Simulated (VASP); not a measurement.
# Zn in VASP: relaxation of the atoms with PBE

Aim: the relaxation of the atoms of Zn with PBE.

All numbers are computed with VASP 6.6.1; they aren't measurements. Logs are shortened: lines on timing, memory, paths and dates and some standing lists are left out, and cuts for length are marked.

### Step 1. The cell of the first run

The cell holds a slab with vacuum, 4 atoms: a = 2.636 Å, b = 5.093 Å, c = 19.044 Å, α = 90.00°, β = 90.00°, γ = 90.00°.

### Step 2. Relaxation of the atoms, PBE

INCAR reads:

```
PREC = Accurate
ENCUT = 450
EDIFF = 1E-7
ISMEAR = -1
SIGMA = 0.1
LREAL = False
LASPH = True
NELM = 120
ALGO = Normal
ISIF = 2
LWAVE = False
LCHARG = False
LDIPOL = True
IDIPOL = 3
DIPOL = 0.5 0.5 0.500
GGA = PE
IBRION = 2
NSW = 32
EDIFFG = -0.01
GGA_COMPAT = False
NELMIN = 4
NELMDL = -8
KPAR = 4
```

KPOINTS reads:

```
Automatic mesh
0
Gamma
  14 7 1
```

POSCAR reads:

```
Zn
1.0
    2.6358128869      0.0000000000      0.0000000000
    0.0000000000      5.0929170809      0.0000000000
    0.0000000000      0.0000000000     19.0436000000
Zn
4
Direct
    0.0000000000      0.7500000000      0.4350206104
    0.5000000000      0.2500000000      0.4350673827
    0.5000000000      0.7500000000      0.5649326192
    0.0000000000      0.2500000000      0.5649793878
```

Potentials or basis: VASP PAW PBE potentials, release 64 (Zn).

Started as:

```sh
cat potpaw_PBE.64/Zn/POTCAR > POTCAR
mpirun -np 4 vasp_std > vasp.out
```

OUTCAR:

```text
PREC = Accurate
   ENCUT = 450
   EDIFF = 1E-7
   ISMEAR = -1
   LREAL = False
   LASPH = True
   NELM = 120
   ISIF = 2
   GGA = PE
   IBRION = 2
   NSW = 32
   EDIFFG = -0.01
   NELMIN = 4
   NELMDL = -8

 ion  position               nearest neighbor table
   1  0.000  0.750  0.435-   3 2.80   3 2.80   2 2.87   2 2.87   2 2.87   2 2.87
   2  0.500  0.250  0.435-   4 2.80   4 2.80   1 2.87   1 2.87   1 2.87   1 2.87
   3  0.500  0.750  0.565-   1 2.80   1 2.80   4 2.87   4 2.87   4 2.87   4 2.87
   4  0.000  0.250  0.565-   2 2.80   2 2.80   3 2.87   3 2.87   3 2.87   3 2.87

  LATTYP: Found a simple orthorhombic cell.
 ALAT       =     2.6358128869
 B/A-ratio  =     1.9321997803
 C/A-ratio  =     7.2249438094

  Lattice vectors:

 A1 = (   2.6358128869,   0.0000000000,   0.0000000000)
 A2 = (   0.0000000000,   5.0929170809,   0.0000000000)
 A3 = (   0.0000000000,   0.0000000000,  19.0436000000)

Analysis of symmetry for initial positions (statically):
=====================================================================
 Subroutine PRICEL returns:
 Original cell was already a primitive cell.

 Routine SETGRP: Setting up the symmetry group for a
 simple orthorhombic supercell.

 Subroutine GETGRP returns: Found  8 space group operations
 (whereof  4 operations were pure point group operations)
 out of a pool of  8 trial point group operations.

The static configuration has the point symmetry C_2h.
 The point group associated with its full space group is D_2h.

Analysis of symmetry for dynamics (positions and initial velocities):
=====================================================================
 Subroutine PRICEL returns:
 Original cell was already a primitive cell.

 Routine SETGRP: Setting up the symmetry group for a
 simple orthorhombic supercell.

 Subroutine GETGRP returns: Found  8 space group operations
 (whereof  4 operations were pure point group operations)
 out of a pool of  8 trial point group operations.

The dynamic configuration has the point symmetry C_2h.
 The point group associated with its full space group is D_2h.

 Subroutine INISYM returns: Found  8 space group operations
 (whereof  4 operations are pure point group operations),
 and found     1 'primitive' translations

----------------------------------------------------------------------------------------

[... 101 lines left out ...]
   NFREE  =      1    steps in history (QN), initial steepest desc. (CG)
   ISIF   =      2    stress and relaxation
   ISYM   =      2    0-nonsym 1-usesym 2-fastsym
   POTIM  = 0.5000    time-step for ionic-motion
   TEBEG  =    0.0;   TEEND  =   0.0 temperature during run
   PSTRESS=    0.0 pullay stress
   NELECT =      48.0000    total number of electrons
   NUPDOWN=      -1.0000    fix difference up-down
   EMIN   =  10.00;   EMAX   =-10.00  energy-range for DOS
   EFERMI =   0.00;   METHOD = LEGACY
   ISMEAR =    -1;   SIGMA  =   0.10  broadening in eV -4-tet -1-fermi 0-gaus
   EFERMI_NEDOS =   21; number of points for ismear=-14 and -15
   IALGO  =     38    algorithm
   IMIX   =      4    mixing-type and parameters
     AMIX     =   0.40;   BMIX     =  1.00
     AMIX_MAG =   1.60;   BMIX_MAG =  1.00
  volume/ion in A,a.u.               =      63.91       431.29
  Fermi-wavevector in a.u.,A,eV,Ry     =   0.937444  1.771512 11.956808  0.878801
  Thomas-Fermi vector in A             =   2.064555
   LORBIT       =      0    0 simple, 1 ext, 2 COOP (PROOUT), +10 PAW based schemes
   GGA     = PE    functional components
   LHFCALC =     F    Hartree Fock is set to
   AEXX    =    0.0000 exact exchange contribution
   IVDW    =     0    specifies the selected vdW correction
   LEPSILON=     F    determine dielectric tensor
   LRPA    =     F    only Hartree local field effects (RPA)
 conjugate gradient relaxation of ions
 non-spin polarized calculation
  energy-cutoff  :      450.00
  volume of cell :      255.64
 maximum number of plane-waves:      5594
   NGX =  9   NGY = 17   NGZ = 65

 dipolmoment           0.000000      0.000000      0.000000 electrons x Angstroem

 number of electron      48.0000012 magnetization

 dipolmoment           0.000000      0.000000     -0.000000 electrons x Angstroem

 Free energy of the ion-electron system (eV)
  ---------------------------------------------------
  ext. energy  EPLUGINS =         0.00000000
  ---------------------------------------------------
  free energy    TOTEN  =        -3.45596596 eV

  energy without entropy =       -3.39857470  energy(sigma->0) =       -3.42727033

 E-fermi :  -2.4894     XC(G=0):  -3.7462

 val. band max:       -2.5386696184   @ k =   0.2143   0.1429   0.0000
 cond. band min:      -2.4526278449   @ k =   0.5000   0.0000   0.0000
 fundamental gap:      0.0860417736
 Fermi energy:        -2.4894073836

 k-point     1 :       0.0000    0.0000    0.0000
  band No.  band energies     occupation
      1     -11.0837      2.00000
      2     -10.3904      2.00000
      3     -10.2948      2.00000
      4     -10.2625      2.00000
      5     -10.0230      2.00000
      6      -9.8888      2.00000
[... 733 lines left out ...]
     27       0.7378      0.00000
     28       0.7383      0.00000

 [... further k-points ...]

------------------------ aborting loop because EDIFF is reached ----------------------------------------

 vacuum level on the upper side and lower side of the slab       (xc-potential included)        -0.101        -0.101

  FORCE on cell =-STRESS in cart. coord.  units (eV):
  Direction    XX          YY          ZZ          XY          YZ          ZX
  --------------------------------------------------------------------------------------
  -------------------------------------------------------------------------------------
  Total       -2.8273568     -4.8297432     -0.0501666      0.0000000      0.0000000      0.0000000
  in kB      -17.7198877    -30.2694405     -0.3144091      0.0000000      0.0000000      0.0000000
  external PRESSURE =     -16.1012457 kB  Pullay stress =       0.0000000 kB

 VOLUME and BASIS-vectors are now :
 -----------------------------------------------------------------------------
  energy-cutoff  :      450.00
  volume of cell :      255.64
      direct lattice vectors                 reciprocal lattice vectors
     2.635812887  0.000000000  0.000000000     0.379389601  0.000000000  0.000000000
     0.000000000  5.092917081  0.000000000     0.000000000  0.196351125  0.000000000
     0.000000000  0.000000000 19.043600000     0.000000000  0.000000000  0.052511080

 POSITION                                       TOTAL-FORCE (eV/Angst)
 -----------------------------------------------------------------------------------
      0.00000      3.81969      8.28436        -0.000000      0.000000     -0.005584
      1.31791      1.27323      8.28525         0.000000     -0.000000     -0.006262
      1.31791      3.81969     10.75835         0.000000      0.000000      0.006262
      0.00000      1.27323     10.75924         0.000000     -0.000000      0.005584
 -----------------------------------------------------------------------------------
    total drift:                                0.000000      0.000000     -0.000001

  FREE ENERGIE OF THE ION-ELECTRON SYSTEM (eV)
  ---------------------------------------------------
  free  energy   TOTEN  =        -3.4559659627 eV

  energy  without entropy=       -3.3985746981  energy(sigma->0) =       -3.42727033

 reached required accuracy - stopping structural energy minimisation

 vacuum level on the upper side and lower side of the slab         1.662         1.662
```

OSZICAR:

```text
N       E                     dE             d eps       ncg     rms          rms(c)
DAV:   1     0.236702787519E+03    0.23670E+03   -0.20558E+04  1800   0.150E+03
DAV:   2     0.105089476155E+02   -0.22619E+03   -0.22307E+03  1912   0.336E+02
DAV:   3    -0.352771505623E+01   -0.14037E+02   -0.13936E+02  2000   0.105E+02
[... 16 lines left out ...]
DAV:  20    -0.345596238467E+01   -0.71988E-06   -0.11675E-07  1072   0.752E-03    0.360E-04
DAV:  21    -0.345596401648E+01   -0.16318E-05   -0.22576E-07  1020   0.967E-03    0.360E-04
DAV:  22    -0.345596461532E+01   -0.59884E-06   -0.27123E-08  1084   0.457E-03    0.138E-04
DAV:  23    -0.345596555167E+01   -0.93635E-06   -0.24724E-08  1012   0.301E-03    0.164E-04
DAV:  24    -0.345596586456E+01   -0.31289E-06   -0.12418E-08  1008   0.211E-03    0.854E-05
DAV:  25    -0.345596596266E+01   -0.98101E-07   -0.37086E-09   964   0.118E-03
   1 F= -.34559660E+01 E0= -.34272703E+01  d E =-.345597E+01
```

CONTCAR:

```text
Zn
   1.00000000000000
     2.6358128869000002    0.0000000000000000    0.0000000000000000
     0.0000000000000000    5.0929170809000004    0.0000000000000000
     0.0000000000000000    0.0000000000000000   19.0436000000000014
  Zn
     4
Direct
     0.0000000000000000    0.7500000000000000    0.4350206104000023
     0.5000000000000000    0.2500000000000000    0.4350673826999980
     0.5000000000000000    0.7500000000000000    0.5649326192000004
     0.0000000000000000    0.2500000000000000    0.5649793878000011

  0.00000000E+00  0.00000000E+00  0.00000000E+00
  0.00000000E+00  0.00000000E+00  0.00000000E+00
  0.00000000E+00  0.00000000E+00  0.00000000E+00
  0.00000000E+00  0.00000000E+00  0.00000000E+00
```

It took 74 s on 4 MPI ranks of AMD EPYC 7R43 (Zen 3), shared host; peak memory 0.33 GiB.

Results:

| Property | Result |
| --- | --- |
| Free energy | -3.4560 eV |
| Largest force after relaxing | 0.006 eV/Å |
| Band gap on the k mesh | zero (bands 24 and 25 overlap by 2.40 eV) |

Forces on the atoms (eV/Å):
```
Zn   0.000  0.000 -0.006
Zn   0.000  0.000 -0.006
Zn   0.000  0.000  0.006
Zn   0.000  0.000  0.006
```

Final structure:
```yaml
crystal:
  lattice:
    - [2.63581, 0.00000, 0.00000]
    - [0.00000, 5.09292, 0.00000]
    - [0.00000, 0.00000, 19.04360]
  atoms:
    - { symbol: Zn, position: [0.00000, 0.75000, 0.43502] }
    - { symbol: Zn, position: [0.50000, 0.25000, 0.43507] }
    - { symbol: Zn, position: [0.50000, 0.75000, 0.56493] }
    - { symbol: Zn, position: [0.00000, 0.25000, 0.56498] }
```

Levels at points of the mesh, in eV from the Fermi level:
| k point | band 20 | band 21 | band 22 | band 23 | band 24 | band 25 | band 26 | band 27 | band 28 |
| --- | --- | --- | --- | --- | --- | --- | --- | --- | --- |
| (0.00, 0.00, 0.00) | -6.60 | -6.58 | -5.07 | -2.12 | -1.98 | -1.15 | 0.36 | 0.65 | 2.88 |
| (0.50, 0.00, 0.00) | -6.60 | -2.45 | -2.45 | 0.04 | 0.04 | 2.96 | 2.96 | 4.33 | 4.33 |

Caveat: the relaxation stopped at its first step, so nothing moved.

The gap in the log of VASP goes by the Fermi energy; the results here count the filled bands.